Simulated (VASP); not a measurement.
Set up this calculation in VASP 6.6.1, as the native input.

| Property | Result |
| --- | --- |
| Task | single point |
| Functional | PBE |
| Potentials or basis | VASP PAW PBE potentials, release 64 (Sc_sv, Li_sv) |
| Cutoff | 520 eV |
| k mesh | 4 × 5 × 1 |
| Occupations | gaussian, width 0.1 eV |
| Spin | no spin polarisation |
| Dipole correction | yes |
| Further INCAR settings | ALGO = Normal; EDIFF = 1e-07; NBANDS = 56 |

The structure of LiSc8 lies in POSCAR:

```
LiSc8
1.0
    6.6389479791      0.0000000000      0.0000000000
    0.0000000000      5.1626219083      0.0000000000
    0.0000000000      0.0000000000     19.1132872497
Sc Li
8 1
Direct
    0.0000000000      0.7500000000      0.2092784955
    0.5000000000      0.7500000000      0.2092784955
    0.2500000000      0.2500000000      0.2594137541
    0.7500000000      0.2500000000      0.2594137541
    0.2500000000      0.7500000000      0.3452852846
    0.7500000000      0.7500000000      0.3452852846
    0.0000000000      0.2500000000      0.3983243254
    0.5000000000      0.2500000000      0.3983243254
    0.2500000000      0.5000000000      0.5141812029
```

These files were run (other wordings do the same):

INCAR

```
PREC = Accurate ; ENCUT = 520
EDIFF = 1E-7 ; ISMEAR = 0
SIGMA = 0.1 ; LREAL = False
LASPH = True ; NELM = 60
ALGO = Normal ; ISIF = 2
LWAVE = False ; LCHARG = False
LDIPOL = True ; IDIPOL = 3
DIPOL = 0.5 0.5 0.327 ; GGA = PE
NBANDS = 56
```

KPOINTS

```
regular mesh
0
Gamma
  4 5 1
```

Potentials or basis: VASP PAW PBE potentials, release 64 (Sc_sv, Li_sv).

Command:

```sh
$ cat potpaw_PBE.64/Sc_sv/POTCAR potpaw_PBE.64/Li_sv/POTCAR > POTCAR
$ mpirun -np 1 vasp_std > vasp.out
```

It gave:

* Largest force: 0.570 eV/Å
* Band gap on the k mesh: zero (an odd number of electrons rules out a gap without spin polarisation)

Run time: 24 min on 1 thread of Intel Xeon 8259CL (shared host), peak memory 0.71 GiB.
